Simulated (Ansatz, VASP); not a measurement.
One calculation of KBr, two programs

```
CELL_PARAMETERS angstrom
0.00000 3.30000 3.30000
3.30000 0.00000 3.30000
3.30000 3.30000 0.00000
ATOMIC_POSITIONS crystal
Br 0.50000 0.50000 0.50000
K 0.00000 0.00000 0.00000
```

Alike in both runs: task single point; functional PBE; k mesh 7 × 7 × 7; occupations gaussian, width 0.026 eV; no spin polarisation.

|  | VASP | Ansatz |
| --- | --- | --- |
| version | VASP 6.6.1 | Ansatz 0.2.0 |
| potentials or method | VASP PAW PBE potentials, release 64 (Br, K_sv), cutoff 520 eV | all-electron LAPW, scalar-relativistic |

Ansatz gave:

```
gap on the k mesh at the Fermi level (eV) : 4.44
least direct gap on the mesh (eV)         : 4.44
pressure (GPa)                            : 0.7
```

Question: Which values does VASP return?

Answer: gap on the k mesh at the Fermi level (eV): 4.43; least direct gap on the mesh (eV): 4.43; pressure (GPa): 0.8.

Ansatz ran all-electron here, and VASP with PAW potentials.
